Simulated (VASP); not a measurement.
Write the native input for VASP 6.6.1 that does the following.

```yaml
Task: single point
Functional: PBE
Potentials_or_basis: VASP PAW PBE potentials, release 64 (Mg, O, N)
Cutoff: 520 eV
k_mesh: 5 × 5 × 1
Occupations: gaussian, width 0.05 eV
Spin: no spin polarisation
Dipole_correction: yes
Further_INCAR_settings: LREAL = Auto; ALGO = Normal; EDIFF = 1e-06; NBANDS = 72
```

The structure of Mg6NO6 lies in POSCAR:

```
Mg6NO6
1.0
    6.0171792582      0.0000000000      0.0000000000
    0.0000000000      6.0171792582      0.0000000000
    0.0000000000      0.0000000000     20.8799623436
Mg O N
12 12 2
Direct
    0.2500000000      0.2500000000      0.1915712267
    0.2500000000      0.7500000000      0.1915712267
    0.7500000000      0.2500000000      0.1915712267
    0.7500000000      0.7500000000      0.1915712267
    0.0000000000      0.0000000000      0.2936999204
    0.0000000000      0.5000000000      0.2936999204
    0.5000000000      0.0000000000      0.2936999204
    0.5000000000      0.5000000000      0.2936999204
    0.2500000000      0.2500000000      0.3942063725
    0.2500000000      0.7500000000      0.3942063725
    0.7500000000      0.2500000000      0.3942063725
    0.7500000000      0.7500000000      0.3942063725
    0.0000000000      0.0000000000      0.1915712267
    0.0000000000      0.5000000000      0.1915712267
    0.5000000000      0.0000000000      0.1915712267
    0.5000000000      0.5000000000      0.1915712267
    0.2500000000      0.2500000000      0.2932336620
    0.2500000000      0.7500000000      0.2932336620
    0.7500000000      0.2500000000      0.2932336620
    0.7500000000      0.7500000000      0.2932336620
    0.0000000000      0.0000000000      0.3965506358
    0.0000000000      0.5000000000      0.3965506358
    0.5000000000      0.0000000000      0.3965506358
    0.5000000000      0.5000000000      0.3965506358
    0.0000000000      0.1250000000      0.5895668662
    0.0000000000      0.1250000000      0.6423526020
```

These files were run (other wordings do the same):

INCAR

```
ALGO = Normal ; DIPOL = 0.5 0.5 0.318
EDIFF = 1E-6 ; ENCUT = 520
GGA = PE ; IDIPOL = 3
ISIF = 2 ; ISMEAR = 0
LASPH = T ; LCHARG = T
LDIPOL = T ; LELF = T
LREAL = Auto ; LVACPOTAV = T
LVHAR = T ; LWAVE = F
NBANDS = 72 ; NELM = 80
PREC = Accurate ; SIGMA = 0.05
```

KPOINTS

```
k-points
0
Gamma
  5 5 1
```

Potentials or basis: VASP PAW PBE potentials, release 64 (Mg, O, N).

Run with:

```console
$ cat potpaw_PBE.64/Mg/POTCAR potpaw_PBE.64/O/POTCAR potpaw_PBE.64/N/POTCAR > POTCAR
$ mpirun -np 1 vasp_std > vasp.out
```

Results of the run:

```json
{
  "Largest force": "1.748 eV/Å",
  "Band gap on the k mesh": "3.08 eV (least direct gap 3.13 eV)"
}
```

Caveat: the standard files for N, O and F lose accuracy on very short bonds.

Run time: 20 min on 1 thread of Oxide Virtual Turin-like Processor, on a shared host, peak memory 0.85 GiB.
